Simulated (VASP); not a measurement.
Set up this calculation in VASP 6.6.1, as the native input.

```
Task                   : single point
Functional             : PBEsol
Potentials or basis    : VASP PAW PBE potentials, release 64 (P)
Cutoff                 : 520 eV
k mesh                 : 12 × 12 × 12
Occupations            : gaussian, width 0.15 eV
Spin                   : no spin polarisation
Dipole correction      : no
Further INCAR settings : ALGO = Normal; EDIFF = 1e-07; NBANDS = 8
```

The structure of P lies in POSCAR:

```
P
1.0
    4.2039749835      0.0000000000      0.0000000000
    0.0000000000      4.2039749835      0.0000000000
    0.0000000000      0.0000000000      4.5227434841
P
1
Direct
    0.0000000000      0.0000000000      0.0000000000
```

This cell differs from its parent crystal: ratio of the length along z to the lengths across it x 1.05, volume and fractional coordinates fixed.

These files were run (other wordings do the same):

INCAR

```
SYSTEM = P
  PREC = Accurate
  ENCUT = 520
  EDIFF = 1E-7
  ISMEAR = 0
  SIGMA = 0.15
  LREAL = .FALSE.
  LASPH = .TRUE.
  NELM = 100
  ALGO = Normal
  ISIF = 2
  LWAVE = .FALSE.
  LCHARG = .FALSE.
  GGA = PS
  NBANDS = 8
```

KPOINTS

```
regular mesh
0
G
  12 12 12
  0 0 0
```

Potentials or basis: VASP PAW PBE potentials, release 64 (P).

The run is started by

```console
$ cat potpaw_PBE.64/P/POTCAR > POTCAR
$ mpirun -np 1 vasp_std > vasp.out
```

Results of the run:

```json
{
  "Pressure": "-3.9 GPa"
}
```

Caveat: the PAW data sets were made with another functional, which shifts forces and pressure a little.

It took 48 s on 1 thread of Intel(R) Xeon(R) Platinum 8488C (Sapphire Rapids), on a shared host, peak memory 0.25 GiB.
